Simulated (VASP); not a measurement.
**SiC (Moissanite 3C): single point with PBE**

SiC (Moissanite 3C):

```xyz
2
Lattice="0.0000 2.1790 2.2226 2.1790 0.0000 2.2226 2.1790 2.1790 0.0000" Properties=species:S:1:pos:R:3 pbc="T T T"
Si    0.0000    0.0000    0.0000
C     1.0895    1.0895    1.1113
```

This cell differs from its parent crystal: z stretched by +2 %, then relaxed in part.

```yaml
Program: VASP 6.6.1
Task: single point
Functional: PBE
Potentials_or_basis: VASP PAW PBE potentials, release 64 (Si, C)
Cutoff: 520 eV
k_mesh: 17 × 17 × 17
Occupations: fermi-dirac, width 0.02 eV
Spin: no spin polarisation
Dipole_correction: no
Further_INCAR_settings: ALGO = Normal; EDIFF = 1e-06; NBANDS = 11
```

```yaml
Pressure: -1.1 GPa
Band_gap_on_the_k_mesh: 1.31 eV, indirect (least direct gap 4.52 eV)
```

Stress tensor (GPa, compression positive):
```
 0.66  0.00  0.00
 0.00  0.66  0.00
 0.00  0.00 -4.63
```

Levels at points of the mesh, in eV from the valence-band top:
| k point | band 1 | band 2 | band 3 | band 4 | band 5 | band 6 | band 7 | band 8 | band 9 |
| --- | --- | --- | --- | --- | --- | --- | --- | --- | --- |
| (0.00, 0.00, 0.00) | -15.30 | -0.14 | 0.00 | 0.00 | 5.95 | 7.11 | 7.11 | 7.16 | 14.03 |

It took 70 s on 1 thread of Intel(R) Xeon(R) Platinum 8259CL CPU @ 2.50GHz (Skylake/Cascade Lake), on a shared host, peak memory 0.2 GiB.

Caveat: the cell differs from its parent crystal (z stretched by +2 %, then relaxed in part). A k mesh can miss the band edges.
